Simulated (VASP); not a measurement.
Al: single point with r2SCAN

Crystal: Al.

```xyz
1
Lattice="0.0000 2.0112 2.0112 2.0112 0.0000 2.0112 2.0112 2.0112 0.0000" Properties=species:S:1:pos:R:3 pbc="T T T"
Al    0.0000    0.0000    0.0000
```

- Program: VASP 6.6.1
- Task: single point
- Functional: r2SCAN
- Potentials or basis: VASP PAW PBE potentials, release 64 (Al)
- Cutoff: 520 eV
- k mesh: 12 × 12 × 12
- Occupations: gaussian, width 0.1 eV
- Spin: no spin polarisation
- Dipole correction: no
- Further INCAR settings: ALGO = Normal; EDIFF = 1e-06; NBANDS = 8

- Pressure: -2.0 GPa

Levels at points of the mesh, in eV from the Fermi level:
| k point | band 1 | band 2 | band 3 | band 4 |
| --- | --- | --- | --- | --- |
| (0.00, 0.00, 0.00) | -11.81 | 13.53 | 13.53 | 13.53 |
| (0.50, 0.00, 0.00) | -4.93 | -4.43 | 12.27 | 12.27 |
| (0.50, 0.50, 0.00) | -3.07 | -1.53 | 5.59 | 6.19 |

Run time: 29 s on 1 thread of Intel(R) Xeon(R) Platinum 8259CL CPU @ 2.50GHz (Skylake/Cascade Lake), on a shared host, peak memory 0.14 GiB.

Caveat: the PAW data sets were made with another functional, which shifts forces and pressure a little.
